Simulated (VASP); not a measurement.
Write the native input for VASP 6.6.1 that does the following.

- Task: single point
- Functional: PBE
- Potentials or basis: VASP PAW PBE potentials, release 64 (Lu, Cl, O_h, H_h)
- Cutoff: 1000 eV
- k mesh: 1 × 1 × 1
- Occupations: gaussian, width 0.01 eV
- Spin: no spin polarisation
- Dipole correction: no
- Further INCAR settings: ALGO = Normal; EDIFF = 1e-06; NBANDS = 36; NELMDL = -8

The structure of LuCl3OH2 lies in POSCAR:

```
LuH2Cl3O
1.0
   11.8700000000      0.0000000000      0.0000000000
    0.0000000000     12.4300000000      0.0000000000
    0.0000000000      0.0000000000     12.4300000000
Lu Cl O H
1 3 1 2
Direct
    0.5254591400      0.4594634000      0.5402614600
    0.6211406900      0.6037562300      0.6374513300
    0.3791069900      0.3620273500      0.6376975100
    0.6211406900      0.3622735300      0.3959686200
    0.4176647000      0.5683145600      0.4314103000
    0.3852780100      0.6376975100      0.4517900200
    0.3852780100      0.5479348400      0.3620273500
```

One way to write it, as run:

INCAR

```
  PREC = Accurate
  ENCUT = 1000
  EDIFF = 1E-6
  ISMEAR = 0
  SIGMA = 0.01
  LREAL = F
  LASPH = T
  NELM = 120
  ALGO = Normal
  ISIF = 2
  LWAVE = F
  LCHARG = F
  GGA = PE
  NBANDS = 36
  GGA_COMPAT = F
  NELMDL = -8
```

KPOINTS

```
Automatic mesh
0
Gamma
  1 1 1
```

Potentials or basis: VASP PAW PBE potentials, release 64 (Lu, Cl, O_h, H_h).

Command:

```console
$ cat potpaw_PBE.64/Lu/POTCAR potpaw_PBE.64/Cl/POTCAR potpaw_PBE.64/O_h/POTCAR potpaw_PBE.64/H_h/POTCAR > POTCAR
$ mpirun -np 1 vasp_gam > vasp.out
```

It gave:

```yaml
Largest_force: 0.318 eV/Å
Gap_between_the_frontier_levels: 4.61 eV
```

Caveat: spin-orbit coupling is left out, which moves the levels of the heavy elements.

Wall time 6.8 min on 1 thread of AMD EPYC 9R45 96-Core Processor (Zen 5), on a shared host, peak memory 3 GiB.
